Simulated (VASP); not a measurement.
SrCu2Sb2, 10 atoms in the cell. The structure is tetragonal, space group P4/nmm (No. 129). Conventional cell: a = 4.379 Å, b = 4.379 Å, c = 10.322 Å, α = 90.00°, β = 90.00°, γ = 90.00°. Within 4.4 Å of Sr (site symmetry 4mm) lie 9 Cu at 3.29 to 4.08 Å and 9 Sb at 3.30 to 3.79 Å and 4 Sr at 4.38 Å. Cu (site symmetry 4mm) has 5 Sb at 2.45 to 2.59 Å within 3.2 Å. Cu (site symmetry -4m2) has 4 Sb at 2.56 Å and 4 Cu at 3.10 Å and 4 Sr at 3.29 Å within 3.4 Å. Within 3.3 Å of Sb (site symmetry 4mm) lie 5 Cu at 2.45 to 2.56 Å and 4 Sr at 3.30 Å. Within 3.5 Å of Sb (site symmetry -4m2) lie 4 Cu at 2.59 Å and 4 Sb at 3.10 Å and 4 Sr at 3.48 Å. 

| Property | Result |
| --- | --- |
| Program | VASP 6.6.1 |
| Task | relaxation of shape and atoms at fixed volume |
| Functional | PBEsol |
| Potentials or basis | VASP PAW PBE potentials, release 64 (Sr_sv, Cu, Sb) |
| Cutoff | 600 eV |
| k mesh | 8 × 8 × 4 |
| Occupations | gaussian, width 0.1 eV |
| Spin | no spin polarisation |
| Dipole correction | no |
| Further INCAR settings | ALGO = Normal; EDIFF = 1e-07; IBRION = 2; EDIFFG = -0.01; NSW = 50; ISIF = 4 |

Potentials or basis: VASP PAW PBE potentials, release 64 (Sr_sv, Cu, Sb).

The run is started by

```console
$ cat potpaw_PBE.64/Sr_sv/POTCAR potpaw_PBE.64/Cu/POTCAR potpaw_PBE.64/Sb/POTCAR > POTCAR
$ mpirun -np 1 vasp_std > vasp.out
```

Hardware: 1 thread of Intel(R) Xeon(R) Platinum 8375C CPU @ 2.90GHz (Ice Lake) (shared host).

Question: Estimate the wall time of this run.

Answer: Run time: 34 min on 1 thread of Intel(R) Xeon(R) Platinum 8375C CPU @ 2.90GHz (Ice Lake), with other jobs on the host, peak memory 0.66 GiB. Counts: scf iterations 46, k points 45, ion steps 5.
